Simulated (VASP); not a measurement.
# C18Se in VASP: a series of runs, part 2 of 2

VASP 6.6.1. Earlier steps stand in the parts before.

**3. Single point, PBEsol**

INCAR

```
PREC = Accurate ; ENCUT = 520
EDIFF = 1E-7 ; ISMEAR = 0
SIGMA = 0.05 ; LREAL = Auto
LASPH = T ; NELM = 60
ALGO = Normal ; ISIF = 2
LWAVE = F ; LCHARG = F
GGA = PS ; NBANDS = 54
```

KPOINTS

```
regular mesh
0
Gamma
  2 2 1
```

POSCAR

```
C18Se
1.0
    7.3980000000      0.0000000000      0.0000000000
   -3.6990000000      6.4068560000      0.0000000000
    0.0000000000      0.0000000000     11.0000000000
C Se
18 1
Direct
    0.0059334197      0.0034907917      0.0856879091
    0.2288618533      0.1157218143      0.0854223636
    0.0084591755      0.3361367885      0.1118701818
    0.2329427806      0.4521637446      0.0907787273
    0.0096809422      0.6754197379      0.0908061818
    0.2273931404      0.7827257238      0.0838490909
    0.3391199633      0.0054764771      0.0815929091
    0.5618793008      0.1172111563      0.0838927273
    0.3410872947      0.3386587743      0.0856979091
    0.5610176246      0.4484129189      0.0857312727
    0.3402444802      0.6698747404      0.0838442727
    0.5629918094      0.7815986499      0.0816126364
    0.6747295410      0.0043528370      0.0838802727
    0.8924336886      0.1116516432      0.0908030909
    0.6691802547      0.3349160649      0.0908486364
    0.8936657257      0.4509416163      0.1119042727
    0.6732383417      0.6713398896      0.0854548182
    0.8961770036      0.7835621715      0.0857151818
   -0.0488873175      0.3934970600      0.2906077273
```

Potentials or basis: VASP PAW PBE potentials, release 64 (C, Se).

The run is started by

```sh
> cat potpaw_PBE.64/C/POTCAR potpaw_PBE.64/Se/POTCAR > POTCAR
> mpirun -np 1 vasp_std > vasp.out
```

OUTCAR:

```text
PREC = Accurate
   ENCUT = 520
   EDIFF = 1E-7
   ISMEAR = 0
   LREAL = Auto
   LASPH = T
   NELM = 60
   ISIF = 2
   GGA = PS

 ion  position               nearest neighbor table
   1  0.006  0.003  0.086-  18 1.41  14 1.42   2 1.43
   2  0.229  0.116  0.085-   7 1.41   1 1.43   9 1.43
   3  0.008  0.336  0.112-  14 1.46   4 1.46  16 1.47  19 2.10
   4  0.233  0.452  0.091-  11 1.40   9 1.42   3 1.46
   5  0.010  0.675  0.091-   6 1.40  18 1.42  16 1.46
   6  0.227  0.783  0.084-   5 1.40   7 1.43  11 1.45
   7  0.339  0.005  0.082-   2 1.41   6 1.43   8 1.43
   8  0.562  0.117  0.084-  15 1.40   7 1.43  13 1.45
   9  0.341  0.339  0.086-  10 1.41   4 1.42   2 1.43
  10  0.561  0.448  0.086-   9 1.41  15 1.42  17 1.43
  11  0.340  0.670  0.084-   4 1.40  12 1.43   6 1.45
  12  0.563  0.782  0.082-  17 1.41  11 1.43  13 1.43
  13  0.675  0.004  0.084-  14 1.40  12 1.43   8 1.45
  14  0.892  0.112  0.091-  13 1.40   1 1.42   3 1.46
  15  0.669  0.335  0.091-   8 1.40  10 1.42  16 1.46
  16  0.894  0.451  0.112-  15 1.46   5 1.46   3 1.47  19 2.10
  17  0.673  0.671  0.085-  12 1.41  10 1.43  18 1.43
  18  0.896  0.784  0.086-   1 1.41   5 1.42  17 1.43
  19  0.951  0.393  0.291-   3 2.10  16 2.10

  LATTYP: Found a hexagonal cell.
 ALAT       =     7.3980000000
 C/A-ratio  =     1.4868883482

  Lattice vectors:

 A1 = (   7.3980000000,   0.0000000000,   0.0000000000)
 A2 = (  -3.6990000000,   6.4068560000,   0.0000000000)
 A3 = (   0.0000000000,   0.0000000000,  11.0000000000)

Analysis of symmetry for initial positions (statically):
=====================================================================
 Subroutine PRICEL returns:
 Original cell was already a primitive cell.

 Routine SETGRP: Setting up the symmetry group for a
 hexagonal supercell.

 Subroutine GETGRP returns: Found  1 space group operations
 (whereof  1 operations were pure point group operations)
 out of a pool of 24 trial point group operations.

The static configuration has the point symmetry C_1 .

Analysis of symmetry for dynamics (positions and initial velocities):
=====================================================================
 Subroutine PRICEL returns:
 Original cell was already a primitive cell.

 Routine SETGRP: Setting up the symmetry group for a
 hexagonal supercell.

 Subroutine GETGRP returns: Found  1 space group operations
 (whereof  1 operations were pure point group operations)
 out of a pool of 24 trial point group operations.

The dynamic configuration has the point symmetry C_1 .

 Subroutine INISYM returns: Found  1 space group operations
 (whereof  1 operations are pure point group operations),
 and found     1 'primitive' translations

----------------------------------------------------------------------------------------

                                     Primitive cell

  volume of cell :     521.3771

  direct lattice vectors                    reciprocal lattice vectors
     7.398000000  0.000000000  0.000000000     0.135171668  0.078041398  0.000000000
    -3.699000000  6.406856000  0.000000000     0.000000000  0.156082796  0.000000000
     0.000000000  0.000000000 11.000000000     0.000000000  0.000000000  0.090909091

[... 73 lines left out ...]
            Coordinates               Weight
  0.000000  0.000000  0.000000      1.000000
  0.500000 -0.000000  0.000000      1.000000
  0.000000  0.500000  0.000000      1.000000
  0.500000  0.500000  0.000000      1.000000
   k-points           NKPTS =      4   k-points in BZ     NKDIM =      4   number of bands    NBANDS=     54
   number of dos      NEDOS =    301   number of ions     NIONS =     19
   total plane-waves  NPLWV = 263424
   dimension x,y,z NGX =    56 NGY =   56 NGZ =   84
   dimension x,y,z NGXF=   112 NGYF=  112 NGZF=  168
   ions per type =              18   1
   NGX,Y,Z   is equivalent  to a cutoff of  12.58, 12.58, 12.70 a.u.
   NGXF,Y,Z  is equivalent  to a cutoff of  25.17, 25.17, 25.39 a.u.
 SYSTEM =  unknown system
   PREC   = accura    normal or accurate (medium, high low for compatibility)
   ISTART =      0    job   : 0-new  1-cont  2-samecut
   ICHARG =      2    charge: 1-file 2-atom 10-const
   ISPIN  =      1    spin polarized calculation?
   LNONCOLLINEAR =      F non collinear calculations
   LSORBIT =      F    spin-orbit coupling
   LASPH  =      T    aspherical Exc in radial PAW
   ENCUT  =  520.0 eV  38.22 Ry    6.18 a.u.  13.76 13.76 20.45*2*pi/ulx,y,z
   NELM   =     60;   NELMIN=  2; NELMDL= -5     # of ELM steps
   EDIFF  = 0.1E-06   stopping-criterion for ELM
   LREAL  =      T    real-space projection
   EDIFFG = 0.1E-05   stopping-criterion for IOM
   NSW    =      0    number of steps for IOM
   IBRION =     -1    ionic relax: 0-MD 1-quasi-New 2-CG
   NFREE  =      0    steps in history (QN), initial steepest desc. (CG)
   ISIF   =      2    stress and relaxation
   ISYM   =      2    0-nonsym 1-usesym 2-fastsym
   POTIM  = 0.5000    time-step for ionic-motion
   TEBEG  =    0.0;   TEEND  =   0.0 temperature during run
   PSTRESS=    0.0 pullay stress
   NELECT =      78.0000    total number of electrons
   NUPDOWN=      -1.0000    fix difference up-down
   EMIN   =  10.00;   EMAX   =-10.00  energy-range for DOS
   EFERMI =   0.00;   METHOD = LEGACY
   ISMEAR =     0;   SIGMA  =   0.05  broadening in eV -4-tet -1-fermi 0-gaus
   EFERMI_NEDOS =   21; number of points for ismear=-14 and -15
   IALGO  =     38    algorithm
   IMIX   =      4    mixing-type and parameters
     AMIX     =   0.40;   BMIX     =  1.00
     AMIX_MAG =   1.60;   BMIX_MAG =  1.00
  volume/ion in A,a.u.               =      27.44       185.18
  Fermi-wavevector in a.u.,A,eV,Ry     =   0.869072  1.642308 10.276289  0.755286
  Thomas-Fermi vector in A             =   1.987841
   LORBIT       =      0    0 simple, 1 ext, 2 COOP (PROOUT), +10 PAW based schemes
   GGA     = PS    functional components
   LHFCALC =     F    Hartree Fock is set to
   AEXX    =    0.0000 exact exchange contribution
   IVDW    =     0    specifies the selected vdW correction
   LEPSILON=     F    determine dielectric tensor
   LRPA    =     F    only Hartree local field effects (RPA)
 non-spin polarized calculation
 Gauss-broadening in eV      SIGMA  =   0.05
  energy-cutoff  :      520.00
  volume of cell :      521.38
 maximum number of plane-waves:     14099
 NGX is ok and might be reduce to    56
   NGX = 27   NGY = 27   NGZ = 41

 number of electron      77.9999998 magnetization

 Free energy of the ion-electron system (eV)
  ---------------------------------------------------
  ext. energy  EPLUGINS =         0.00000000
  ---------------------------------------------------
  free energy    TOTEN  =      -174.77245030 eV

  energy without entropy =     -174.77244813  energy(sigma->0) =     -174.77244922

 E-fermi :  -1.3718     XC(G=0):  -4.4834

 val. band max:       -1.5199872102   @ k =   0.0000   0.0000   0.0000
 cond. band min:      -1.2236741440   @ k =   0.0000   0.0000   0.0000
 fundamental gap:      0.2963130662
 Fermi energy:        -1.3718306867

 k-point     1 :       0.0000    0.0000    0.0000
  band No.  band energies     occupation
      1     -21.0668      2.00000
      2     -18.9950      2.00000
      3     -18.4147      2.00000
      4     -18.4125      2.00000
      5     -18.3740      2.00000
      6     -18.2968      2.00000
[... 205 lines left out ...]
     50       4.6549      0.00000
     51       4.8474      0.00000
 [bands above 51 left out]

------------------------ aborting loop because EDIFF is reached ----------------------------------------

  FORCE on cell =-STRESS in cart. coord.  units (eV):
  Direction    XX          YY          ZZ          XY          YZ          ZX
  --------------------------------------------------------------------------------------
  -------------------------------------------------------------------------------------
  Total        0.3967810     -0.5521964      0.0027267     -0.8522735     -0.0004106      0.0168226
  in kB        1.2192970     -1.6968841      0.0083792     -2.6190127     -0.0012618      0.0516954
  external PRESSURE =      -0.1564026 kB  Pullay stress =       0.0000000 kB

 VOLUME and BASIS-vectors are now :
 -----------------------------------------------------------------------------
  energy-cutoff  :      520.00
  volume of cell :      521.38
      direct lattice vectors                 reciprocal lattice vectors
     7.398000000  0.000000000  0.000000000     0.135171668  0.078041398  0.000000000
    -3.699000000  6.406856000  0.000000000     0.000000000  0.156082796  0.000000000
     0.000000000  0.000000000 11.000000000     0.000000000  0.000000000  0.090909091

 POSITION                                       TOTAL-FORCE (eV/Angst)
 -----------------------------------------------------------------------------------
      0.03098      0.02236      0.94257        -0.000310      0.008924     -0.000333
      1.26506      0.74141      0.93965        -0.005323      0.010233      0.001950
     -1.18079      2.15358      1.23057         0.014514     -0.004457     -0.010829
      0.05076      2.89695      0.99857        -0.010545     -0.014013     -0.000655
     -2.42676      4.32732      0.99887        -0.000903     -0.008152      0.000830
     -1.21305      5.01481      0.92234         0.010922      0.000068     -0.005028
[... 11 lines left out ...]
      3.73152      5.02017      0.94287         0.000539     -0.005225     -0.001726
      5.58079      2.52108      3.19669        -0.011184     -0.000956      0.056600
 -----------------------------------------------------------------------------------
    total drift:                                0.001145      0.006358      0.010450

  FREE ENERGIE OF THE ION-ELECTRON SYSTEM (eV)
  ---------------------------------------------------
  free  energy   TOTEN  =      -174.7724503012 eV

  energy  without entropy=     -174.7724481325  energy(sigma->0) =     -174.77244922
```

Wall time 2.3 min (1 thread of Intel Xeon 6975P-C (Granite Rapids), shared host); peak memory 0.55 GiB.

Results:

```
Free energy            : -174.7725 eV
Largest force          : 0.058 eV/Å
Band gap on the k mesh : 0.30 eV, direct
```

Forces in eV/Å, atoms in the order of the input:
```
C    0.000  0.009  0.000
C   -0.005  0.010  0.002
C    0.015 -0.004 -0.011
C   -0.011 -0.014 -0.001
C   -0.001 -0.008  0.001
C    0.011  0.000 -0.005
C    0.010  0.003 -0.005
C    0.010 -0.012 -0.003
C   -0.002 -0.005 -0.001
C    0.006  0.000 -0.004
C   -0.006  0.006  0.000
C   -0.002  0.006 -0.014
C   -0.006 -0.005  0.001
C    0.006  0.006 -0.004
C    0.003  0.007 -0.001
C   -0.019  0.004 -0.009
C    0.002  0.003  0.000
C    0.001 -0.005 -0.002
Se  -0.011 -0.001  0.057
```

Caveat: the k points lie up to 0.49 Å⁻¹ apart; the PAW data sets were made with another functional, which shifts forces and pressure a little.

**4. Single point, PBEsol**

INCAR

```
SYSTEM = C18Se
PREC     = Accurate       ! precision mode
ENCUT    = 520            ! plane-wave cutoff, eV
EDIFF    = 1E-6           ! SCF threshold, eV
ISMEAR   = 0              ! smearing method
SIGMA    = 0.05           ! smearing width, eV
LREAL    = Auto         
LASPH    = .TRUE.         ! aspherical terms in the spheres
NELM     = 80             ! most SCF steps
ALGO     = Normal         ! electronic algorithm
ISIF     = 2              ! what is computed and relaxed
LWAVE    = .FALSE.        ! write WAVECAR
LCHARG   = .TRUE.         ! write CHGCAR
GGA      = PS             ! functional
LELF     = .TRUE.         ! ELF
LVHAR    = .TRUE.       
NBANDS   = 54             ! bands
```

KPOINTS

```
Automatic mesh
0
G
  2 2 1
  0 0 0
```

POSCAR

```
C18Se
1.0
    7.3980000000      0.0000000000      0.0000000000
   -3.6990000000      6.4068560000      0.0000000000
    0.0000000000      0.0000000000     11.0000000000
C Se
18 1
Direct
    0.0059075579      0.0050862701      0.0855881818
    0.2288753618      0.1158669713      0.0854920909
    0.0097235833      0.3369562231      0.0906432727
    0.2274601449      0.4474277243      0.0838355455
    0.0083522954      0.6750044015      0.1118349091
    0.2329588345      0.7834864714      0.0909492727
    0.3410749583      0.0051163941      0.0858713636
    0.5610705383      0.1153865484      0.0858304545
    0.3391508766      0.3363379792      0.0816527273
    0.5619183609      0.4474547266      0.0839388182
    0.3402448590      0.6730625755      0.0839355455
    0.5630192079      0.7841849419      0.0816341818
    0.6732908736      0.0046509552      0.0854444545
    0.8962637663      0.1154147994      0.0855450909
    0.6691823822      0.3369989898      0.0908887273
    0.8937733607      0.4454101981      0.1117388182
    0.6747112786      0.6730889535      0.0838462727
    0.8924393904      0.7835281455      0.0907205455
   -0.0492686550      0.5593556340      0.2906100000
```

The run is started by

```sh
> cat potpaw_PBE.64/C/POTCAR potpaw_PBE.64/Se/POTCAR > POTCAR
> mpirun -np 1 vasp_std > vasp.out
```

Run time: 2.2 min. Hardware: 1 thread of Intel Xeon 6975P-C (Granite Rapids), shared host; peak memory 0.56 GiB.

Results (log left out):

```yaml
Free_energy: -174.7726 eV
Largest_force: 0.048 eV/Å
Band_gap_on_the_k_mesh: 0.29 eV, direct
```

Forces on the atoms (eV/Å):
```
C    0.006  0.040  0.004
C   -0.001 -0.015  0.000
C   -0.002  0.024 -0.004
C    0.017 -0.010 -0.003
C    0.035  0.017 -0.004
C   -0.034 -0.012 -0.009
C    0.007  0.020 -0.004
C   -0.006 -0.027 -0.001
C   -0.004  0.022 -0.011
C   -0.012 -0.014  0.001
C    0.009  0.016  0.000
C    0.010 -0.023 -0.011
C    0.005  0.022  0.002
C   -0.005 -0.048  0.003
C    0.018  0.011 -0.012
C   -0.034 -0.013  0.005
C   -0.014  0.017 -0.001
C    0.011 -0.029  0.001
Se  -0.008  0.001  0.045
```

Levels at points of the mesh, in eV from the valence-band top:
| k point | band 37 | band 38 | band 39 | band 40 | band 41 | band 42 |
| --- | --- | --- | --- | --- | --- | --- |
| (0.00, 0.00, 0.00) | -0.94 | -0.85 | 0.00 | 0.29 | 0.84 | 2.21 |
| (0.50, 0.00, 0.00) | -2.29 | -0.86 | -0.83 | 1.07 | 1.94 | 2.56 |
| (0.00, 0.50, 0.00) | -2.35 | -0.84 | -0.49 | 0.53 | 2.21 | 2.47 |
| (0.50, 0.50, 0.00) | -2.29 | -0.86 | -0.83 | 1.07 | 1.93 | 2.56 |

Caveat: the k points lie up to 0.49 Å⁻¹ apart; the PAW data sets were made with another functional, which shifts forces and pressure a little.

**5. Single point, PBEsol**

INCAR

```
SYSTEM = C18Se
PREC = Accurate
ENCUT = 520
EDIFF = 1E-6
ISMEAR = 0
SIGMA = 0.05
LREAL = Auto
LASPH = .True.
NELM = 100
ALGO = Normal
ISIF = 2
LWAVE = .False.
LCHARG = .False.
GGA = PS
NBANDS = 54
```

KPOINTS

```
regular mesh
0
Gamma
  2 2 1
  0 0 0
```

POSCAR

```
C18Se
1.0
    7.3980000000      0.0000000000      0.0000000000
   -3.6990000000      6.4068560000      0.0000000000
    0.0000000000      0.0000000000     11.0000000000
C Se
18 1
Direct
    0.0096808902      0.0087529671      0.0908061818
    0.2273930883      0.1160589531      0.0838490909
    0.0059334457      0.3368241771      0.0856879091
    0.2288618013      0.4490550435      0.0854223636
    0.0084592015      0.6694701738      0.1118701818
    0.2329427286      0.7854969739      0.0907787273
    0.3402445063      0.0032081258      0.0838442727
    0.5629917574      0.1149318792      0.0816126364
    0.3391199893      0.3388098624      0.0815929091
    0.5618794620      0.4505445417      0.0838927273
    0.3410873207      0.6719921596      0.0856979091
    0.5610175726      0.7817461482      0.0857312727
    0.6732382897      0.0046731189      0.0854548182
    0.8961769515      0.1168954008      0.0857151818
    0.6747294889      0.3376860663      0.0838802727
    0.8924337146      0.4449850285      0.0908030909
    0.6691802807      0.6682494503      0.0908486364
    0.8936657517      0.7842750017      0.1119042727
   -0.0488872915      0.7268304454      0.2906077273
```

The run is started by

```sh
> cat potpaw_PBE.64/C/POTCAR potpaw_PBE.64/Se/POTCAR > POTCAR
> mpirun -np 1 vasp_std > vasp.out
```

Run time: 1.9 min. Hardware: 1 thread of Intel Xeon 6975P-C (Granite Rapids), shared host; peak memory 0.56 GiB.

The run converged. Its results:

| Property | Result |
| --- | --- |
| Free energy | -174.7726 eV |
| Largest force | 0.045 eV/Å |
| Band gap on the k mesh | 0.30 eV, direct |

Forces on the atoms (eV/Å):
```
C   -0.007 -0.008 -0.003
C    0.010 -0.001  0.002
C   -0.005  0.009  0.001
C   -0.008  0.004  0.001
C    0.016 -0.003 -0.009
C   -0.005 -0.008 -0.009
C   -0.001  0.013  0.000
C   -0.003  0.001 -0.012
C    0.008 -0.005 -0.002
C    0.003 -0.015 -0.001
C   -0.007 -0.003  0.002
C    0.010  0.006  0.001
C    0.015 -0.002  0.005
C   -0.005 -0.010  0.003
C   -0.016 -0.005 -0.002
C    0.010  0.004 -0.009
C    0.002  0.015 -0.004
C   -0.013  0.005 -0.007
Se  -0.004  0.003  0.045
```

Levels at points of the mesh, in eV from the valence-band top:
```csv
k point,band 35,band 36,band 37,band 38,band 39,band 40,band 41,band 42,band 43,band 44
"(0.00, 0.00, 0.00)",-2.95,-1.74,-0.94,-0.85,0.00,0.30,0.84,2.22,3.61,4.07
"(0.50, 0.00, 0.00)",-2.65,-2.52,-2.28,-0.86,-0.83,1.08,1.94,2.56,2.59,2.64
"(0.00, 0.50, 0.00)",-2.65,-2.52,-2.28,-0.86,-0.83,1.08,1.94,2.56,2.59,2.64
"(0.50, 0.50, 0.00)",-2.58,-2.56,-2.35,-0.84,-0.49,0.53,2.21,2.47,2.66,2.83
```

Caveat: the k points lie up to 0.49 Å⁻¹ apart; the PAW data sets were made with another functional, which shifts forces and pressure a little.
